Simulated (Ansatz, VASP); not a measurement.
# KTaO3: VASP beside Ansatz

```
K Ta O
1.0
     4.10336    0.00000    0.00000
     0.00000    4.10336    0.00000
     0.00000    0.00000    4.10336
K Ta O
1 1 3
Direct
  0.00000 0.00000 0.00000
  0.50000 0.50000 0.50000
  0.50000 0.50000 0.00000
  0.50000 0.00000 0.50000
  0.00000 0.50000 0.50000
```

Alike in both runs: task single point; functional PBE; k mesh 6 × 6 × 6; no spin polarisation.

```csv
,VASP,Ansatz
version,VASP 6.6.1,Ansatz 0.2.0
potentials or method,"VASP PAW PBE potentials, release 64 (K_sv, Ta_sv_GW, O)","plane waves, PAW"
plane-wave cutoff (eV),700,420
occupations,"gaussian, width 0.01 eV",fixed
valence electrons in the cell,40,40
```

Ansatz gave:

```
gap on the k mesh at the Fermi level (eV) : 2.02
pressure (GPa)                            : -9.6
```

Q: Which values does VASP return?

A: gap on the k mesh at the Fermi level (eV): 2.01; pressure (GPa): -9.7.

Spin-orbit coupling is off throughout.
